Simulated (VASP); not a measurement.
Crystal: CdH2O2.

```
CELL_PARAMETERS angstrom
3.83982 0.00000 0.00000
-1.91991 3.32538 0.00000
0.00000 0.00000 4.44139
ATOMIC_POSITIONS crystal
Cd 0.33333 0.66667 0.98730
H 0.00000 0.00000 0.00808
H 0.66667 0.33333 0.43189
O 0.00000 0.00000 0.78619
O 0.66667 0.33333 0.21189
```

Base run:

- Program: VASP 6.6.1
- Functional: PBEsol
- Dispersion: D3(BJ)
- Potentials or basis: VASP PAW PBE potentials, release 64 (Cd_sv_GW, H, O)
- Cutoff: 600 eV
- k mesh: 6 × 6 × 4
- Occupations: gaussian, width 0.01 eV
- Spin: no spin polarisation

Its results: band gap on the k mesh 1.12 eV, indirect (least direct gap 1.66 eV); pressure -5.8 GPa; largest force 0.562 eV/Å.

The run is repeated on the same cell with these changes: potentials or basis from VASP PAW PBE potentials, release 64 (Cd_sv_GW, H, O) to VASP PAW PBE potentials, release 64 (Cd, H, O); cutoff from 600 eV to 520 eV; further incar settings from ALGO = Normal; EDIFF = 1e-06; NBANDS = 25 to ALGO = Normal; EDIFF = 1e-06; NBANDS = 21; valence electrons from 34 to 26. What comes out?

Band gap on the k mesh 1.12 eV, indirect (least direct gap 1.65 eV); pressure -5.0 GPa; largest force 0.529 eV/Å.

Caveats: the PAW data sets were made with another functional, which shifts forces and pressure a little.

A k mesh can miss the band edges.
